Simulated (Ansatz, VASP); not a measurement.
# Two plane-wave programs on BP

```
B P
1.0
     0.00000    2.24251    2.24251
     2.24251    0.00000    2.24251
     2.24251    2.24251    0.00000
B P
1 1
Cartesian
  0.0000 0.0000 0.0000
  1.1213 1.1213 1.1213
```

Alike in both runs: task single point; functional r2SCAN; dispersion rVV10; k mesh 10 × 10 × 10; occupations gaussian, width 0.02 eV; no spin polarisation.

|  | VASP | Ansatz |
| --- | --- | --- |
| version | VASP 6.6.1 | Ansatz 0.2.0 |
| potentials or method | VASP PAW PBE potentials, release 64 (B, P), cutoff 550 eV | scalar-relativistic, plane waves, PAW |
| valence electrons in the cell | 8 | 8 |

```csv
,VASP,Ansatz,Ansatz less VASP
gap on the k mesh at the Fermi level (eV),1.37,1.34,-0.029
least direct gap on the mesh (eV),3.69,3.65,-0.041
pressure (GPa),5.0,5.5,+0.48
```

VASP's potentials were made for PBE, not for r2SCAN.
